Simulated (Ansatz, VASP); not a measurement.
## O in VASP and in Ansatz

Contents of INCAR:

```
SYSTEM = O
PREC = Accurate
ENCUT = 520
EDIFF = 1E-7
ISMEAR = -1
SIGMA = 0.05
LREAL = .FALSE.
LASPH = .TRUE.
NELM = 100
ALGO = Normal
ISIF = 2
LWAVE = .FALSE.
LCHARG = .FALSE.
GGA = PS
NBANDS = 13
```

The input KPOINTS:

```
regular mesh
0
G
  10 10 7
  0 0 0
```

The input POSCAR:

```
O
1.0
    2.8514028533     -1.6624159400      0.0000000000
    2.8514028533      1.6624159400      0.0000000000
   -2.3944914034      0.0000000000      3.6470501824
O
2
Direct
    0.9745461700      0.9745461700      0.8444259800
    0.0254538300      0.0254538300      0.1555740200
```

input.yaml

```yaml
crystal:
  lattice:
    - [2.8514028533, -1.66241594, 0.0]
    - [2.8514028533, 1.66241594, 0.0]
    - [-2.3944914034, 0.0, 3.6470501824]
  atoms:
    - { symbol: O, position: [0.97454617, 0.97454617, 0.84442598] }
    - { symbol: O, position: [0.02545383, 0.02545383, 0.15557402] }
hamiltonian:
  xc: pbesol
  pseudopotentials: { kind: paw }
kpoints:
  mp_grid: { grid: [10, 10, 7] }
scf:
  occupations: { method: fermi_dirac, width: 0.05 }
output:
  forces: true
  stress: true
  eigenvalues: true
  write_density: true
  write_potential: true
  elf: true
  volumetric_format: npy
```

Alike in both runs: task single point; functional PBEsol; k mesh 10 × 10 × 7; occupations fermi-dirac, width 0.05 eV; no spin polarisation.

```csv
,VASP,Ansatz
version,VASP 6.6.1,Ansatz 0.2.0
potentials or method,"VASP PAW PBE potentials, release 64 (O)",Ansatz PAW
plane-wave cutoff (eV),520,420
valence electrons in the cell,12,12
```

Ansatz gave:

| Property | Result |
| --- | --- |
| gap on the k mesh at the Fermi level (eV) | none |
| pressure (GPa) | -3.7 |
| traceless stress, the component that is largest in VASP (GPa) | 0.08 |
| rms of the force components (eV/Å) | 0.490 |

Question: What did VASP give for the same quantities?

Answer: gap on the k mesh at the Fermi level (eV): none; pressure (GPa): -1.7; traceless stress, the component that is largest in VASP (GPa): -2.22; rms of the force components (eV/Å): 0.249.

VASP's potentials were made for PBE, not for PBEsol. Atom by atom the forces differ by 0.713 eV/Å (rms over components). A gap of «none» marks a metal or a gap that the smearing closes. One of these differences is far larger than is usual between the two programs; its cause wasn't traced.

Noted on VASP's run: the standard files for N, O and F lose accuracy on very short bonds; spin is off for a triplet molecule. Noted on Ansatz's run: spin is off for a triplet molecule.
